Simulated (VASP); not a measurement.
Runs of VASP 6.6.1 on Ni. The structure is that of space group Pm-3m (No. 221), or close to it. The cells are those of the table. This isn't the form of Ni at room conditions, which is fcc.

```tsv
cell	gap on the mesh (eV)	pressure (GPa)
a = 2.398 Å, 1 atom	none	-4.4
a = 2.367 Å, 1 atom	none	-0.1
a = 2.458 Å, 1 atom	none	-10.5
a = 2.335 Å, 1 atom	none	(b)
a = 2.302 Å, 1 atom	none	12.4
a = 2.428 Å, 1 atom	none	(a)
```

Alike in all rows: task single point; level BLYP; potentials or basis VASP PAW PBE potentials, release 64 (Ni); no spin polarisation; k mesh 15 × 15 × 15; cutoff (eV) 600; smearing fermi-dirac 0.1 eV.

**Question.** Estimate the missing entries.

**Answer.** (a) -7.8; (b) 5.4.

Caveats: the PAW data sets were made with another functional, which shifts forces and pressure a little; the run has no spin polarisation, though such a crystal can be magnetic; the cell stands under tension (at least some runs); the cell stands under pressure (at least some runs).

A gap of «none» marks levels without a gap at the run's occupations.
